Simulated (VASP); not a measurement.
CoSi2: single point with PBE+D3(BJ)

The system is CoSi2.

```
CELL_PARAMETERS angstrom
0.00000 2.66000 2.66000
2.66000 0.00000 2.66000
2.66000 2.66000 0.00000
ATOMIC_POSITIONS crystal
Co 0.00000 0.00000 0.00000
Si 0.25000 0.25000 0.25000
Si 0.75000 0.75000 0.75000
```

```json
{"Program": "VASP 6.6.1", "Task": "single point", "Functional": "PBE", "Dispersion": "D3(BJ)", "Potentials or basis": "VASP PAW PBE potentials, release 64 (Co, Si)", "Cutoff": "600 eV", "k mesh": "6 × 6 × 6", "Occupations": "gaussian, width 0.1 eV", "Spin": "no spin polarisation", "Dipole correction": "no", "Further INCAR settings": "ALGO = Normal; EDIFF = 1e-06; NBANDS = 16"}
```

- Pressure: -1.9 GPa
- Band gap on the k mesh: zero (an odd number of electrons rules out a gap without spin polarisation)
- Dispersion energy per atom: -0.451 eV

Levels at points of the mesh, in eV from the Fermi level:
```tsv
k point	band 7	band 8	band 9	band 10	band 11	band 12
(0.00, 0.00, 0.00)	0.82	3.32	3.32	3.32	3.36	3.36
(0.50, 0.00, 0.00)	-1.81	-0.62	-0.62	2.63	3.34	3.34
(0.50, 0.50, 0.00)	-2.14	-2.10	-1.51	1.53	2.80	8.44
```

It took 8 s on 1 thread of Intel(R) Xeon(R) 6975P-C (Granite Rapids), on a shared host, peak memory 0.17 GiB.

Caveat: the run has no spin polarisation, though such a crystal can be magnetic. Spin polarisation is off, so any magnetic state and its effect on volume and gap are missing.
